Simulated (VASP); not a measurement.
Wanted: the native input for a VASP 6.6.1 run.

* Task: single point
* Functional: PBE
* Potentials or basis: VASP PAW PBE potentials, release 64 (B, As)
* Cutoff: 520 eV
* k mesh: 10 × 10 × 10
* Occupations: gaussian, width 0.05 eV
* Spin: no spin polarisation
* Dipole correction: no
* Further INCAR settings: ALGO = Normal; EDIFF = 1e-06; NBANDS = 11

The structure of BAs lies in POSCAR:

```
BAs
1.0
    0.0000000000      2.3885000000      2.3885000000
    2.2929600000      0.0000000000      2.3885000000
    2.2929600000      2.3885000000      0.0000000000
B As
1 1
Direct
    0.0000000000      0.0000000000      0.0000000000
    0.7500000000      0.7500000000      0.7500000000
```

This cell differs from its parent crystal: strain -0.0400 x Voigt [1, 0, 0, 0, 0, 0].

One way to write it, as run:

INCAR

```
SYSTEM = BAs
PREC = Accurate
ENCUT = 520
EDIFF = 1E-6
ISMEAR = 0
SIGMA = 0.05
LREAL = .False.
LASPH = .True.
NELM = 60
ALGO = Normal
ISIF = 2
LWAVE = .False.
LCHARG = .False.
GGA = PE
NBANDS = 11
```

KPOINTS

```
Automatic mesh
0
Gamma
  10 10 10
  0 0 0
```

Potentials or basis: VASP PAW PBE potentials, release 64 (B, As).

Launch:

```sh
$ cat potpaw_PBE.64/B/POTCAR potpaw_PBE.64/As/POTCAR > POTCAR
$ mpirun -np 1 vasp_std > vasp.out
```

Results of the run:

The pressure is 9.9 GPa and the band gap on the k mesh is 0.51 eV, indirect (least direct gap 2.90 eV).

Caveat: the cell differs from its parent crystal (strain -0.0400 x Voigt [1, 0, 0, 0, 0, 0]).

It took 14 s on 1 thread of Intel(R) Xeon(R) 6975P-C (Granite Rapids), on a shared host, peak memory 0.17 GiB.
